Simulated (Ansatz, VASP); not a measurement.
**Cu3As2: VASP beside Ansatz**

File INCAR:

```
PREC = Accurate
ENCUT = 600
EDIFF = 1E-6
ISMEAR = 0
SIGMA = 0.1
LREAL = False
LASPH = True
NELM = 60
ALGO = Normal
ISIF = 3
LWAVE = False
LCHARG = False
GGA = PE
IBRION = 2
NSW = 90
EDIFFG = -0.04
```

File KPOINTS:

```
regular mesh
0
Gamma
  6 6 4
```

File POSCAR:

```
Cu3As2
1.0
    3.9985743407      0.0000000000      0.0000000000
   -1.9992871704      3.4628669580      0.0000000000
    0.0000000000      0.0000000000      6.7592296389
Cu As
3 2
Direct
    0.0000000000      0.0000000000      0.0846102666
    0.3333333333      0.6666666667      0.6506371256
    0.6666666667      0.3333333333      0.2035260369
    0.3333333333      0.6666666667      0.0114821648
    0.6666666667      0.3333333333      0.5497444060
```

Input for Ansatz:

```yaml
crystal:
  lattice:
    - [3.9985743407, 0.0, 0.0]
    - [-1.9992871704, 3.462866958, 0.0]
    - [0.0, 0.0, 6.7592296389]
  atoms:
    - { symbol: Cu, position: [0.0, 0.0, 0.0846102666] }
    - { symbol: Cu, position: [0.3333333333, 0.6666666667, 0.6506371256] }
    - { symbol: Cu, position: [0.6666666667, 0.3333333333, 0.2035260369] }
    - { symbol: As, position: [0.3333333333, 0.6666666667, 0.0114821648] }
    - { symbol: As, position: [0.6666666667, 0.3333333333, 0.549744406] }
basis:
  ecutwfc: 420
kpoints:
  mp_grid: { grid: [6, 6, 4] }
hamiltonian:
  xc: pbe
scf:
  occupations: { method: gaussian, width: 0.1 }
  lower_state_search: "off"
output:
  forces: true
  stress: true
  eigenvalues: true
relax:
  adjacent_minimum: "off"
  f_tol: 0.04
  max_steps: 70
  cell: { stress_tol: 0.4 }
```

Change from the starting cell: ordered vacancies on the anion sites of zinc blende (P3m1, No. 156).

Alike in both runs: task relaxation of cell and atoms; functional PBE; k mesh 6 × 6 × 4; occupations gaussian, width 0.1 eV; no spin polarisation.

|  | VASP | Ansatz |
| --- | --- | --- |
| version | VASP 6.6.1 | Ansatz 0.2.0 |
| potentials or method | VASP PAW PBE potentials, release 64 (Cu, As), cutoff 600 eV | scalar-relativistic, plane waves, PAW |
| valence electrons in the cell | 43 | 87 |

```csv
,VASP,Ansatz,Ansatz less VASP
"gap on the k mesh at the Fermi level, each at its own relaxed structure (eV)",none,none,-
relaxed volume (Å³/atom),18.72,18.64,-0.077
relaxed length of the cell vector where the two differ most in proportion (Å),4.044,4.035,-0.0083
```

A gap of «none» marks a metal or a gap that the smearing closes. VASP's potentials hold 43 valence electrons a cell and Ansatz's 87, so a difference there can come from the potentials and not from the codes.
